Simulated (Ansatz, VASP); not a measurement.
ZnO in VASP and in Ansatz

INCAR

```
SYSTEM = ZnO
PREC     = Accurate       ! precision mode
ENCUT    = 520            ! plane-wave cutoff, eV
EDIFF    = 1E-6           ! SCF threshold, eV
ISMEAR   = 0              ! smearing method
SIGMA    = 0.05           ! smearing width, eV
LREAL    = .False.        ! projectors in reciprocal space
LASPH    = .True.         ! aspherical terms in the spheres
NELM     = 80             ! most SCF steps
ALGO     = Normal         ! electronic algorithm
ISIF     = 2              ! what is computed and relaxed
LWAVE    = .False.        ! write WAVECAR
LCHARG   = .False.        ! write CHGCAR
GGA      = PE             ! functional
NBANDS   = 26             ! bands
```

File KPOINTS:

```
regular mesh
0
Gamma
  12 12 6
  0 0 0
```

POSCAR

```
ZnO
1.0
    3.1482963083      0.0000000000      0.0000000000
   -1.5741481541      2.7265045816      0.0000000000
    0.0000000000      0.0000000000      5.2931304626
Zn O
2 2
Direct
    0.3333333333      0.6666666667      0.0015026881
    0.6666666667      0.3333333333      0.5015026881
    0.3333333333      0.6666666667      0.3805973119
    0.6666666667      0.3333333333      0.8805973119
```

Input for Ansatz:

```yaml
crystal:
  lattice:
    - [3.1482963083, 0.0, 0.0]
    - [-1.5741481541, 2.7265045816, 0.0]
    - [0.0, 0.0, 5.2931304626]
  atoms:
    - { symbol: Zn, position: [0.3333333333, 0.6666666667, 0.0015026881] }
    - { symbol: Zn, position: [0.6666666667, 0.3333333333, 0.5015026881] }
    - { symbol: O, position: [0.3333333333, 0.6666666667, 0.3805973119] }
    - { symbol: O, position: [0.6666666667, 0.3333333333, 0.8805973119] }
basis:
  ecutwfc: 420
kpoints:
  mp_grid: { grid: [12, 12, 6] }
hamiltonian:
  xc: pbe
scf:
  occupations: { method: gaussian, width: 0.05 }
output:
  forces: true
  stress: true
  eigenvalues: true
```

Change from the starting cell: strain -0.040 along x and y, +0.000 along z, atoms carried along.

Alike in both runs: task single point; functional PBE; k mesh 12 × 12 × 6; occupations gaussian, width 0.05 eV; no spin polarisation.

|  | VASP | Ansatz |
| --- | --- | --- |
| version | VASP 6.6.1 | Ansatz 0.2.0 |
| potentials or method | VASP PAW PBE potentials, release 64 (Zn, O), cutoff 520 eV | scalar-relativistic, plane waves, PAW |
| valence electrons in the cell | 36 | 36 |

VASP gave:

```
gap on the k mesh at the Fermi level (eV)                     : 0.77
least direct gap on the mesh (eV)                             : 0.77
pressure (GPa)                                                : 14.4
traceless stress, the component that is largest in VASP (GPa) : -7.38
rms of the force components (eV/Å)                            : 0.263
```

**Question.** Which values does Ansatz return?

**Answer.** gap on the k mesh at the Fermi level (eV): 0.79; least direct gap on the mesh (eV): 0.79; pressure (GPa): 13.0; traceless stress, the component that is largest in VASP (GPa): -7.07; rms of the force components (eV/Å): 0.245.

Atom by atom the forces differ by 0.018 eV/Å (rms over components).
